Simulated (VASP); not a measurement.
# ZnS (I-4m2) in VASP: further runs

The runs below take ZnS through single point, with PBE, r2SCAN.

Everything below comes from runs of VASP 6.6.1. Logs are shortened: lines on timing, memory, paths and dates and some standing lists are left out, and cuts for length are marked.

### Step 1. The cell of the first run

Symmetry: I-4m2, No. 119, tetragonal system. The conventional cell has a = 3.924 Å, b = 3.924 Å, c = 5.190 Å, α = 90.00°, β = 90.00°, γ = 90.00°. Within 3.1 Å of Zn (site symmetry -4m2) lie 4 S at 2.35 Å. Within 3.1 Å of S (site symmetry -4m2) lie 4 Zn at 2.35 Å.

### Step 2. Single point, PBE (epitaxial xy strain +3.0%)

File INCAR:

```
SYSTEM = ZnS
  PREC = Accurate
  ENCUT = 520
  EDIFF = 1E-6
  ISMEAR = -1
  SIGMA = 0.02
  LREAL = .FALSE.
  LASPH = .TRUE.
  NELM = 80
  ALGO = Normal
  ISIF = 2
  LWAVE = .FALSE.
  LCHARG = .TRUE.
  GGA = PE
  LELF = .TRUE.
  LVHAR = .TRUE.
  NBANDS = 16
```

File KPOINTS:

```
regular mesh
0
G
  8 8 8
  0 0 0
```

File POSCAR:

```
ZnS
1.0
    0.0000000000      2.7749084084      2.5952488122
    2.7749084084      0.0000000000      2.5952488122
    2.7749084084      2.7749084084      0.0000000000
Zn S
1 1
Direct
    0.0000000000      0.0000000000      0.0000000000
    0.2500000000      0.2500000000      0.2500000000
```

Potentials or basis: VASP PAW PBE potentials, release 64 (Zn, S).

Command:

```bash
$ cat potpaw_PBE.64/Zn/POTCAR potpaw_PBE.64/S/POTCAR > POTCAR
$ mpirun -np 1 vasp_std > vasp.out
```

OUTCAR:

```text
SYSTEM = ZnS
   PREC = Accurate
   ENCUT = 520
   EDIFF = 1E-6
   ISMEAR = -1
   LREAL = .FALSE.
   LASPH = .TRUE.
   NELM = 80
   ISIF = 2
   GGA = PE

 ion  position               nearest neighbor table
   1  0.000  0.000  0.000-   2 2.35   2 2.35   2 2.35   2 2.35
   2  0.250  0.250  0.250-   1 2.35   1 2.35   1 2.35   1 2.35

  LATTYP: Found a body centered tetragonal cell.
 ALAT       =     3.9243131055
 C/A-ratio  =     1.3226512475

  Lattice vectors:

 A1 = (   0.0000000000,  -2.7749084084,  -2.5952488122)
 A2 = (   0.0000000000,   2.7749084084,  -2.5952488122)
 A3 = (   2.7749084084,   0.0000000000,   2.5952488122)

Analysis of symmetry for initial positions (statically):
=====================================================================
 Subroutine PRICEL returns:
 Original cell was already a primitive cell.

 Routine SETGRP: Setting up the symmetry group for a
 body centered tetragonal supercell.

 Subroutine GETGRP returns: Found  8 space group operations
 (whereof  8 operations were pure point group operations)
 out of a pool of 16 trial point group operations.

The static configuration has the point symmetry D_2d.

Analysis of symmetry for dynamics (positions and initial velocities):
=====================================================================
 Subroutine PRICEL returns:
 Original cell was already a primitive cell.

 Routine SETGRP: Setting up the symmetry group for a
 body centered tetragonal supercell.

 Subroutine GETGRP returns: Found  8 space group operations
 (whereof  8 operations were pure point group operations)
 out of a pool of 16 trial point group operations.

The dynamic configuration has the point symmetry D_2d.

 Subroutine INISYM returns: Found  8 space group operations
 (whereof  8 operations are pure point group operations),
 and found     1 'primitive' translations

----------------------------------------------------------------------------------------

                                     Primitive cell

  volume of cell :      39.9674

  direct lattice vectors                    reciprocal lattice vectors
     0.000000000  2.774908408  2.595248812    -0.180186127  0.180186127  0.192659755
     2.774908408  0.000000000  2.595248812     0.180186127 -0.180186127  0.192659755
     2.774908408  2.774908408  0.000000000     0.180186127  0.180186127 -0.192659755

  length of vectors
     3.799399041  3.799399041  3.924313106     0.319455572  0.319455572  0.319455572

  position of ions in fractional coordinates (direct lattice)
     0.000000000  0.000000000  0.000000000
     0.250000000  0.250000000  0.250000000

  ion indices of the primitive-cell ions
   primitive index   ion index
                 1           1
                 2           2

----------------------------------------------------------------------------------------

 KPOINTS: regular mesh

Automatic generation of k-mesh.
 Grid dimensions read from file:
 generate k-points for:    8    8    8

 Generating k-lattice:

  Cartesian coordinates                     Fractional coordinates (reciprocal lattice)
    -0.022523266  0.022523266  0.024082469     0.125000000 -0.000000000  0.000000000
     0.022523266 -0.022523266  0.024082469    -0.000000000  0.125000000  0.000000000
     0.022523266  0.022523266 -0.024082469     0.000000000  0.000000000  0.125000000

  Length of vectors
     0.039931946  0.039931946  0.039931946

  Shift w.r.t. Gamma in fractional coordinates (k-lattice)
     0.000000000  0.000000000  0.000000000

 Subroutine IBZKPT returns following result:
 ===========================================

 Found     59 irreducible k-points:

 Following reciprocal coordinates:
            Coordinates               Weight
  0.000000  0.000000  0.000000      1.000000
  0.125000  0.000000  0.000000      8.000000
  0.250000  0.000000  0.000000      8.000000
  0.375000  0.000000  0.000000      8.000000
  0.500000  0.000000  0.000000      4.000000
  0.125000  0.125000  0.000000      2.000000
[... 16 lines left out ...]
  0.250000  0.000000  0.125000     16.000000
  0.375000 -0.000000  0.125000     16.000000
 [... further k-points ...]
   k-points           NKPTS =     59   k-points in BZ     NKDIM =     59   number of bands    NBANDS=     16
   number of dos      NEDOS =    301   number of ions     NIONS =      2
   total plane-waves  NPLWV =  23520
   dimension x,y,z NGX =    28 NGY =   28 NGZ =   30
   dimension x,y,z NGXF=    56 NGYF=   56 NGZF=   60
   ions per type =               1   1
   NGX,Y,Z   is equivalent  to a cutoff of  12.25, 12.25, 12.71 a.u.
   NGXF,Y,Z  is equivalent  to a cutoff of  24.50, 24.50, 25.42 a.u.
 SYSTEM =  ZnS
   PREC   = accura    normal or accurate (medium, high low for compatibility)
   ISTART =      0    job   : 0-new  1-cont  2-samecut
   ICHARG =      2    charge: 1-file 2-atom 10-const
   ISPIN  =      1    spin polarized calculation?
   LNONCOLLINEAR =      F non collinear calculations
   LSORBIT =      F    spin-orbit coupling
   LASPH  =      T    aspherical Exc in radial PAW
   ENCUT  =  520.0 eV  38.22 Ry    6.18 a.u.   7.06  7.06  7.30*2*pi/ulx,y,z
   NELM   =     80;   NELMIN=  2; NELMDL= -5     # of ELM steps
   EDIFF  = 0.1E-05   stopping-criterion for ELM
   LREAL  =      F    real-space projection
[... 7 lines left out ...]
   TEBEG  =    0.0;   TEEND  =   0.0 temperature during run
   PSTRESS=    0.0 pullay stress
   NELECT =      18.0000    total number of electrons
   NUPDOWN=      -1.0000    fix difference up-down
   EMIN   =  10.00;   EMAX   =-10.00  energy-range for DOS
   EFERMI =   0.00;   METHOD = LEGACY
   ISMEAR =    -1;   SIGMA  =   0.02  broadening in eV -4-tet -1-fermi 0-gaus
   EFERMI_NEDOS =   21; number of points for ismear=-14 and -15
   IALGO  =     38    algorithm
   IMIX   =      4    mixing-type and parameters
     AMIX     =   0.40;   BMIX     =  1.00
     AMIX_MAG =   1.60;   BMIX_MAG =  1.00
  volume/ion in A,a.u.               =      19.98       134.86
  Fermi-wavevector in a.u.,A,eV,Ry     =   1.254865  2.371350 21.424895  1.574685
  Thomas-Fermi vector in A             =   2.388649
   LORBIT       =      0    0 simple, 1 ext, 2 COOP (PROOUT), +10 PAW based schemes
   GGA     = PE    functional components
   LHFCALC =     F    Hartree Fock is set to
   AEXX    =    0.0000 exact exchange contribution
   IVDW    =     0    specifies the selected vdW correction
   LEPSILON=     F    determine dielectric tensor
   LRPA    =     F    only Hartree local field effects (RPA)
 non-spin polarized calculation
  energy-cutoff  :      520.00
  volume of cell :       39.97
 maximum number of plane-waves:      1102
   NGX = 15   NGY = 15   NGZ = 15

 number of electron      18.0000007 magnetization

 Free energy of the ion-electron system (eV)
  ---------------------------------------------------
  ext. energy  EPLUGINS =         0.00000000
  ---------------------------------------------------
  free energy    TOTEN  =        -6.83734964 eV

  energy without entropy =       -6.83734964  energy(sigma->0) =       -6.83734964

 E-fermi :   2.5437     XC(G=0):  -9.5741

 val. band max:        2.1155459545   @ k =   0.0000   0.0000   0.0000
 cond. band min:       4.0261051111   @ k =   0.0000   0.0000   0.0000
 fundamental gap:      1.9105591566
 Fermi energy:         2.5436663742

 k-point     1 :       0.0000    0.0000    0.0000
  band No.  band energies     occupation
      1     -11.0554      2.00000
      2      -4.3079      2.00000
      3      -4.3079      2.00000
      4      -4.2726      2.00000
      5      -3.8292      2.00000
      6      -3.8122      2.00000
[... 8 lines left out ...]
     15      13.6958      0.00000
     16      14.2391      0.00000

 k-point     2 :       0.1250    0.0000    0.0000
  band No.  band energies     occupation
      1     -10.9409      2.00000
      2      -4.3018      2.00000
      3      -4.2893      2.00000
      4      -4.2557      2.00000
      5      -3.8286      2.00000
      6      -3.8155      2.00000
[... 8 lines left out ...]
     15      13.3891      0.00000
     16      14.6500      0.00000

 k-point     3 :       0.2500    0.0000    0.0000
  band No.  band energies     occupation
      1     -10.6422      2.00000
      2      -4.2566      2.00000
      3      -4.2498      2.00000
      4      -4.2053      2.00000
      5      -3.8186      2.00000
      6      -3.8177      2.00000
[... 8 lines left out ...]
     15      12.9767      0.00000
     16      14.3718      0.00000

 k-point     4 :       0.3750    0.0000    0.0000
  band No.  band energies     occupation
      1     -10.3037      2.00000
      2      -4.2209      2.00000
      3      -4.1783      2.00000
      4      -4.0327      2.00000
      5      -3.8066      2.00000
      6      -3.7935      2.00000
[... 8 lines left out ...]
     15      14.1707      0.00000
     16      14.2661      0.00000

 k-point     5 :       0.5000    0.0000    0.0000
  band No.  band energies     occupation
      1     -10.1484      2.00000
      2      -4.2125      2.00000
      3      -4.1623      2.00000
      4      -3.8137      2.00000
      5      -3.7780      2.00000
      6      -3.6248      2.00000
[... 8 lines left out ...]
     15      15.0496      0.00000
     16      15.6440      0.00000

 k-point     6 :       0.1250    0.1250    0.0000
  band No.  band energies     occupation
      1     -10.8911      2.00000
      2      -4.2948      2.00000
      3      -4.2725      2.00000
      4      -4.2725      2.00000
      5      -3.8254      2.00000
      6      -3.8159      2.00000
[... 8 lines left out ...]
     15      13.4297      0.00000
     16      15.3198      0.00000
[... 267 lines left out ...]
 k-point    21 :       0.5000    0.5000    0.0000
  band No.  band energies     occupation
      1      -9.7763      2.00000
      2      -4.3084      2.00000
      3      -3.9783      2.00000
      4      -3.9783      2.00000
      5      -3.7385      2.00000
      6      -3.5398      2.00000
[... 8 lines left out ...]
     15      15.5564      0.00000
     16      16.4071      0.00000

 k-point    22 :       0.1250    0.0000    0.1250
  band No.  band energies     occupation
      1     -10.9085      2.00000
      2      -4.3242      2.00000
      3      -4.2723      2.00000
      4      -4.2318      2.00000
      5      -3.8416      2.00000
      6      -3.8067      2.00000
[... 8 lines left out ...]
     15      13.9708      0.00000
     16      15.0296      0.00000

 k-point    23 :       0.2500    0.0000    0.1250
  band No.  band energies     occupation
      1     -10.6749      2.00000
      2      -4.3119      2.00000
      3      -4.2284      2.00000
      4      -4.1817      2.00000
      5      -3.8482      2.00000
      6      -3.7991      2.00000
[... 8 lines left out ...]
     15      13.8882      0.00000
     16      15.7965      0.00000

 k-point    24 :       0.3750   -0.0000    0.1250
  band No.  band energies     occupation
      1     -10.3451      2.00000
      2      -4.2388      2.00000
      3      -4.1667      2.00000
      4      -4.0967      2.00000
      5      -3.8269      2.00000
      6      -3.7865      2.00000
[... 8 lines left out ...]
     15      14.4153      0.00000
     16      15.2622      0.00000

 [... further k-points ...]
[... 5 lines left out ...]
  --------------------------------------------------------------------------------------
  -------------------------------------------------------------------------------------
  Total       -0.0291605     -0.0291605      0.5681755      0.0000000      0.0000000      0.0000000
  in kB       -1.1689579     -1.1689579     22.7764906      0.0000000      0.0000000      0.0000000
  external PRESSURE =       6.8128583 kB  Pullay stress =       0.0000000 kB

 VOLUME and BASIS-vectors are now :
 -----------------------------------------------------------------------------
  energy-cutoff  :      520.00
  volume of cell :       39.97
      direct lattice vectors                 reciprocal lattice vectors
     0.000000000  2.774908408  2.595248812    -0.180186127  0.180186127  0.192659755
     2.774908408  0.000000000  2.595248812     0.180186127 -0.180186127  0.192659755
     2.774908408  2.774908408  0.000000000     0.180186127  0.180186127 -0.192659755

 POSITION                                       TOTAL-FORCE (eV/Angst)
 -----------------------------------------------------------------------------------
      0.00000      0.00000      0.00000        -0.000000     -0.000000     -0.000000
      1.38745      1.38745      1.29762         0.000000      0.000000      0.000000
 -----------------------------------------------------------------------------------
    total drift:                                0.000001      0.000001     -0.000005

  FREE ENERGIE OF THE ION-ELECTRON SYSTEM (eV)
  ---------------------------------------------------
  free  energy   TOTEN  =        -6.8373496440 eV

  energy  without entropy=       -6.8373496440  energy(sigma->0) =       -6.83734964
```

Run time: 17 s. Hardware: 1 thread of Intel Xeon Platinum 8559C (Emerald Rapids), shared host; peak memory 0.17 GiB.

What came out:

- Free energy: -6.8373 eV
- Pressure: 0.7 GPa
- Band gap on the k mesh: 1.91 eV, direct

Caveat: the cell differs from its parent crystal (epitaxial xy strain +3.0%).

### Step 3. Single point, r2SCAN (epitaxial xy strain +3.0%)

POSCAR is that of step 2.

File INCAR.step1:

```
SYSTEM = ZnS
  PREC = Accurate
  ENCUT = 520
  ISMEAR = 0
  SIGMA = 0.01
  LREAL = .FALSE.
  LASPH = .TRUE.
  NELM = 60
  NBANDS = 16
  GGA = PE
  ALGO = Normal
  EDIFF = 1E-4
  LWAVE = .TRUE.
  LCHARG = .FALSE.
```

File INCAR.step2:

```
SYSTEM = ZnS
  PREC = Accurate
  ENCUT = 520
  EDIFF = 1E-7
  ISMEAR = 0
  SIGMA = 0.01
  LREAL = .FALSE.
  LASPH = .TRUE.
  NELM = 60
  ALGO = Normal
  ISIF = 2
  LWAVE = .FALSE.
  LCHARG = .FALSE.
  METAGGA = R2SCAN
  LMIXTAU = .TRUE.
  NBANDS = 16
  ISTART = 1
```

KPOINTS is that of step 2.

Potentials or basis: VASP PAW PBE potentials, release 64 (Zn, S).

Command:

```bash
$ cat potpaw_PBE.64/Zn/POTCAR potpaw_PBE.64/S/POTCAR > POTCAR
$ cp INCAR.step1 INCAR
$ mpirun -np 1 vasp_std > vasp.out
$ cp INCAR.step2 INCAR
$ mpirun -np 1 vasp_std > vasp.out
```

Run time: 82 s. Hardware: 1 thread of Intel Xeon Platinum 8559C (Emerald Rapids), shared host; peak memory 0.18 GiB.

It converged, with:

- Free energy: -18.8471 eV
- Pressure: -1.7 GPa
- Band gap on the k mesh: 2.46 eV, direct

Stress tensor (GPa, compression positive):
```
-2.56  0.00  0.00
 0.00 -2.56  0.00
 0.00  0.00  0.09
```

Levels at points of the mesh, in eV from the valence-band top:
```tsv
k point	band 5	band 6	band 7	band 8	band 9	band 10	band 11	band 12	band 13	band 14
(0.00, 0.00, 0.00)	-6.06	-6.05	-0.21	-0.21	0.00	2.46	6.80	6.81	6.81	11.60
(0.50, 0.00, 0.00)	-6.01	-5.86	-5.42	-1.17	-0.83	3.59	6.99	7.66	9.26	12.58
(0.50, 0.50, 0.00)	-5.97	-5.77	-4.42	-2.59	-2.59	3.42	3.90	12.02	12.50	12.50
(0.50, 0.00, 0.50)	-5.99	-5.88	-4.81	-2.30	-2.16	3.75	4.59	11.22	12.21	12.66
```

Caveat: the cell differs from its parent crystal (epitaxial xy strain +3.0%); the PAW data sets were made with another functional, which shifts forces and pressure a little.
